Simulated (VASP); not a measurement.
# Bi (Im-3m) in VASP: a series of runs

The runs below take Bi through single point, with HSE06, PBE0.

Everything below comes from runs of VASP 6.6.1. Logs are shortened: lines on timing, memory, paths and dates and some standing lists are left out, and cuts for length are marked.

### Step 1. The cell of the first run

The structure is cubic, space group Im-3m (No. 229). The conventional cell has a = 3.989 Å, b = 3.989 Å, c = 3.989 Å, α = 90.00°, β = 90.00°, γ = 90.00°. Within 4.5 Å of Bi (site symmetry m-3m) lie 14 Bi at 3.45 to 3.99 Å.

This isn't the form of Bi at room conditions, which is rhombohedral.

### Step 2. Single point, HSE06

The input, POSCAR:

```
Bi
1.0
   -1.9945529707      1.9945529707      1.9945529707
    1.9945529707     -1.9945529707      1.9945529707
    1.9945529707      1.9945529707     -1.9945529707
Bi
1
Direct
    0.0000000000      0.0000000000      0.0000000000
```

The input, INCAR.step1:

```
SYSTEM = Bi
PREC = Accurate
ENCUT = 520
EDIFF = 1E-5
ISMEAR = -1
SIGMA = 0.05
LREAL = .FALSE.
LASPH = .TRUE.
NELM = 60
ALGO = Normal
ISIF = 2
LWAVE = .TRUE.
GGA = PE
NBANDS = 14
```

The input, INCAR.step2:

```
SYSTEM = Bi
PREC = Accurate
ENCUT = 520
EDIFF = 1E-6
ISMEAR = -1
SIGMA = 0.05
LREAL = .FALSE.
LASPH = .TRUE.
NELM = 60
ALGO = Normal
ISIF = 2
LWAVE = .FALSE.
LCHARG = .TRUE.
GGA = PE
LHFCALC = .TRUE.
HFSCREEN = 0.2079
PRECFOCK = Normal
LELF = .TRUE.
LVHAR = .TRUE.
ISTART = 1
NBANDS = 14
```

The input, KPOINTS:

```
regular mesh
0
G
  6 6 6
  0 0 0
```

Potentials or basis: VASP PAW PBE potentials, release 64 (Bi_d).

Command:

```sh
> cat potpaw_PBE.64/Bi_d/POTCAR > POTCAR
> cp INCAR.step1 INCAR
> mpirun -np 1 vasp_std > vasp.out
> cp INCAR.step2 INCAR
> mpirun -np 1 vasp_std > vasp.out
```

OUTCAR:

```text
SYSTEM = Bi
   PREC = Accurate
   ENCUT = 520
   EDIFF = 1E-6
   ISMEAR = -1
   LREAL = .FALSE.
   LASPH = .TRUE.
   NELM = 60
   ISIF = 2
   GGA = PE
   LHFCALC = .TRUE.
   HFSCREEN = 0.2079
   PRECFOCK = Normal
   ISTART = 1

 ion  position               nearest neighbor table
   1  0.000  0.000  0.000-

  LATTYP: Found a body centered cubic cell.
 ALAT       =     3.9891059414

  Lattice vectors:

 A1 = (  -1.9945529707,   1.9945529707,   1.9945529707)
 A2 = (   1.9945529707,  -1.9945529707,   1.9945529707)
 A3 = (   1.9945529707,   1.9945529707,  -1.9945529707)

Analysis of symmetry for initial positions (statically):
=====================================================================
 Subroutine PRICEL returns:
 Original cell was already a primitive cell.

 Routine SETGRP: Setting up the symmetry group for a
 body centered cubic supercell.

 Subroutine GETGRP returns: Found 48 space group operations
 (whereof 48 operations were pure point group operations)
 out of a pool of 48 trial point group operations.

The static configuration has the point symmetry O_h .

Analysis of symmetry for dynamics (positions and initial velocities):
=====================================================================
 Subroutine PRICEL returns:
 Original cell was already a primitive cell.

 Routine SETGRP: Setting up the symmetry group for a
 body centered cubic supercell.

 Subroutine GETGRP returns: Found 48 space group operations
 (whereof 48 operations were pure point group operations)
 out of a pool of 48 trial point group operations.

The dynamic configuration has the point symmetry O_h .

 Subroutine INISYM returns: Found 48 space group operations
 (whereof 48 operations are pure point group operations),
 and found     1 'primitive' translations

----------------------------------------------------------------------------------------

                                     Primitive cell

  volume of cell :      31.7393

  direct lattice vectors                    reciprocal lattice vectors
    -1.994552971  1.994552971  1.994552971     0.000000000  0.250682738  0.250682738
     1.994552971 -1.994552971  1.994552971     0.250682738  0.000000000  0.250682738
     1.994552971  1.994552971 -1.994552971     0.250682738  0.250682738  0.000000000

  length of vectors
     3.454667084  3.454667084  3.454667084     0.354518928  0.354518928  0.354518928
[... 84 lines left out ...]
   EFERMI =   0.00;   METHOD = LEGACY
   ISMEAR =    -1;   SIGMA  =   0.05  broadening in eV -4-tet -1-fermi 0-gaus
   EFERMI_NEDOS =   21; number of points for ismear=-14 and -15
   IALGO  =     38    algorithm
   IMIX   =      1    mixing-type and parameters
     AMIX     =   0.40;   BMIX     =  1.00
     AMIX_MAG =   1.60;   BMIX_MAG =  1.00
  volume/ion in A,a.u.               =      31.74       214.19
  Fermi-wavevector in a.u.,A,eV,Ry     =   1.275184  2.409749 22.124371  1.626095
  Thomas-Fermi vector in A             =   2.407911
   LORBIT       =      0    0 simple, 1 ext, 2 COOP (PROOUT), +10 PAW based schemes
   GGA     = PE    functional components
   LHFCALC =     T    Hartree Fock is set to
   PRECFOCK=normal    Normal, Fast or Accurate (Low or Medium for compatibility)
   ENCUT4O =  -1.0   cutoff for four orbital integrals eV
   NKREDX  =     1    reduce k-point grid by
   NKREDY  =     1    reduce k-point grid by
   NKREDZ  =     1    reduce k-point grid by
   AEXX    =    0.2500 exact exchange contribution
   HFSCREEN=    0.2079 screening length (either q_TF or 0.3 A-1)
   HFSCREENC=   0.2079 screening length for correlation (either q_TF or 0.3 A-1)
   ENCUTFOCK=  -1.0 apply spherical cutoff to Coloumb kernel
   IVDW    =     0    specifies the selected vdW correction
   LEPSILON=     F    determine dielectric tensor
   LRPA    =     F    only Hartree local field effects (RPA)
 non-spin polarized calculation
  energy-cutoff  :      520.00
  volume of cell :       31.74
 maximum number of plane-waves:       887
 NGX is ok and might be reduce to    28
  NGX = 20; NGY = 20; NGZ = 20

 number of electron      14.9999999 magnetization

 Free energy of the ion-electron system (eV)
  ---------------------------------------------------
  ext. energy  EPLUGINS =         0.00000000
  ---------------------------------------------------
  free energy    TOTEN  =        -4.37843735 eV

  energy without entropy =       -4.36289734  energy(sigma->0) =       -4.37066735

 E-fermi :   7.2495     XC(G=0):  -8.4644

 val. band max:        7.2151604359   @ k =   0.3333   0.1667   0.1667
 cond. band min:       7.7562512712   @ k =   0.1667   0.1667   0.1667
 fundamental gap:      0.5410908354
 Fermi energy:         7.2495364516

 k-point     1 :       0.0000    0.0000    0.0000
  band No.  band energies     occupation
      1     -17.6133      2.00000
      2     -17.6133      2.00000
      3     -17.6133      2.00000
      4     -17.4835      2.00000
      5     -17.4835      2.00000
      6      -7.2454      2.00000
      7      13.1764      0.00000
      8      13.1764      0.00000
      9      13.1764      0.00000
     10      17.1800      0.00000
     11      18.8326      0.00000
     12      18.8326      0.00000
     13      18.8326      0.00000
     14      19.8561      0.00000
[... 241 lines left out ...]
      1     -17.6245      2.00000
      2     -17.6245      2.00000
      3     -17.4234      2.00000
      4     -17.4234      2.00000
      5     -17.4234      2.00000
      6      -1.4865      2.00000
      7       5.5147      2.00000
      8       5.5147      2.00000
      9       5.5147      2.00000
     10      11.3884      0.00000
     11      11.3884      0.00000
     12      23.9867      0.00000
     13      26.1445      0.00000
     14      26.1445      0.00000

------------------------ aborting loop because EDIFF is reached ----------------------------------------

  FORCE on cell =-STRESS in cart. coord.  units (eV):
  Direction    XX          YY          ZZ          XY          YZ          ZX
  --------------------------------------------------------------------------------------
  -------------------------------------------------------------------------------------
  Total       -0.3839653     -0.3839653     -0.3839653     -0.0000000      0.0000000     -0.0000000
  in kB      -19.3823253    -19.3823253    -19.3823253     -0.0000000      0.0000000     -0.0000000
  external PRESSURE =     -19.3823253 kB  Pullay stress =       0.0000000 kB

 VOLUME and BASIS-vectors are now :
 -----------------------------------------------------------------------------
  energy-cutoff  :      520.00
  volume of cell :       31.74
      direct lattice vectors                 reciprocal lattice vectors
    -1.994552971  1.994552971  1.994552971     0.000000000  0.250682738  0.250682738
     1.994552971 -1.994552971  1.994552971     0.250682738  0.000000000  0.250682738
     1.994552971  1.994552971 -1.994552971     0.250682738  0.250682738  0.000000000

 POSITION                                       TOTAL-FORCE (eV/Angst)
 -----------------------------------------------------------------------------------
      0.00000      0.00000      0.00000         0.000000      0.000000     -0.000000
 -----------------------------------------------------------------------------------
    total drift:                                0.000000      0.000000      0.000001

  FREE ENERGIE OF THE ION-ELECTRON SYSTEM (eV)
  ---------------------------------------------------
  free  energy   TOTEN  =        -4.3784373547 eV

  energy  without entropy=       -4.3628973385  energy(sigma->0) =       -4.37066735
```

OUTCAR.step1:

```text
SYSTEM = Bi
   PREC = Accurate
   ENCUT = 520
   EDIFF = 1E-5
   ISMEAR = -1
   LREAL = .FALSE.
[... 479 lines left out ...]
 -----------------------------------------------------------------------------------
      0.00000      0.00000      0.00000        -0.000000     -0.000000      0.000000
 -----------------------------------------------------------------------------------
    total drift:                               -0.000000     -0.000000     -0.000000

  FREE ENERGIE OF THE ION-ELECTRON SYSTEM (eV)
  ---------------------------------------------------
  free  energy   TOTEN  =        -3.7429062699 eV

  energy  without entropy=       -3.7271926659  energy(sigma->0) =       -3.73504947
```

OSZICAR.step1:

```text
N       E                     dE             d eps       ncg     rms          rms(c)
DAV:   1     0.114970095115E+03    0.11497E+03   -0.79856E+03   454   0.123E+03
DAV:   2     0.306160713040E+01   -0.11191E+03   -0.10807E+03   478   0.336E+02
DAV:   3    -0.357722395247E+01   -0.66388E+01   -0.66248E+01   570   0.803E+01
DAV:   4    -0.373943860070E+01   -0.16221E+00   -0.16216E+00   558   0.130E+01
DAV:   5    -0.374577611956E+01   -0.63375E-02   -0.63374E-02   676   0.228E+00    0.452E-01
DAV:   6    -0.374284724578E+01    0.29289E-02   -0.77189E-03   590   0.119E+00    0.275E-01
DAV:   7    -0.374281190785E+01    0.35338E-04   -0.48661E-03   598   0.931E-01    0.831E-02
DAV:   8    -0.374290476818E+01   -0.92860E-04   -0.47668E-04   574   0.307E-01    0.916E-03
DAV:   9    -0.374290626988E+01   -0.15017E-05   -0.80070E-06   428   0.356E-02
   1 F= -.37429063E+01 E0= -.37350495E+01  d E =-.157136E-01
```

Wall time 12 min (1 thread of Intel Xeon 6975P-C (Granite Rapids), shared host); peak memory 0.26 GiB.

Results:

```
Free energy            : -4.3784 eV
Pressure               : -1.9 GPa
Band gap on the k mesh : zero (an odd number of electrons rules out a gap without spin polarisation)
```

Caveat: the k points lie up to 0.37 Å⁻¹ apart, too coarse for converged energies and pressures of a metal; the PAW data sets were made with another functional, which shifts forces and pressure a little; spin-orbit coupling is left out, which moves the levels of the heavy elements.

### Step 3. Single point, PBE0

POSCAR is that of step 2.

The input, INCAR.step1:

```
  PREC = Accurate
  ENCUT = 520
  EDIFF = 1E-5
  ISMEAR = -1
  SIGMA = 0.05
  LREAL = F
  LASPH = T
  NELM = 100
  ALGO = Normal
  ISIF = 2
  LWAVE = T
  LCHARG = F
  GGA = PE
  NBANDS = 14
```

The input, INCAR.step2:

```
  PREC = Accurate
  ENCUT = 520
  EDIFF = 1E-6
  ISMEAR = -1
  SIGMA = 0.05
  LREAL = F
  LASPH = T
  NELM = 100
  ALGO = Normal
  ISIF = 2
  LWAVE = F
  LCHARG = F
  GGA = PE
  LHFCALC = T
  AEXX = 0.25
  PRECFOCK = Normal
  ISTART = 1
  NBANDS = 14
```

The input, KPOINTS:

```
regular mesh
0
Gamma
  6 6 6
```

Potentials or basis: VASP PAW PBE potentials, release 64 (Bi_d).

Command:

```sh
> cat potpaw_PBE.64/Bi_d/POTCAR > POTCAR
> cp INCAR.step1 INCAR
> mpirun -np 1 vasp_std > vasp.out
> cp INCAR.step2 INCAR
> mpirun -np 1 vasp_std > vasp.out
```

Run time: 12 min. Hardware: 1 thread of Intel Xeon 6975P-C (Granite Rapids), shared host; peak memory 0.17 GiB.

It converged, with:

```yaml
Free_energy: -4.9134 eV
Pressure: -1.9 GPa
Band_gap_on_the_k_mesh: zero (an odd number of electrons rules out a gap without spin polarisation)
```

Levels at points of the mesh, in eV from the Fermi level:
```
           k point  band 4  band 5  band 6  band 7  band 8  band 9  band 10  band 11
(0.00, 0.00, 0.00)  -24.99  -24.99  -14.77    6.48    6.48    6.48    10.45    12.11
(0.50, 0.00, 0.00)  -25.00  -24.91  -11.37   -5.61    2.53    4.73     7.16     8.86
(0.50, 0.50, 0.50)  -24.93  -24.93   -8.98   -1.97   -1.97   -1.97     4.60     4.60
```

Caveat: the k points lie up to 0.37 Å⁻¹ apart, too coarse for converged energies and pressures of a metal; the PAW data sets were made with another functional, which shifts forces and pressure a little; spin-orbit coupling is left out, which moves the levels of the heavy elements.
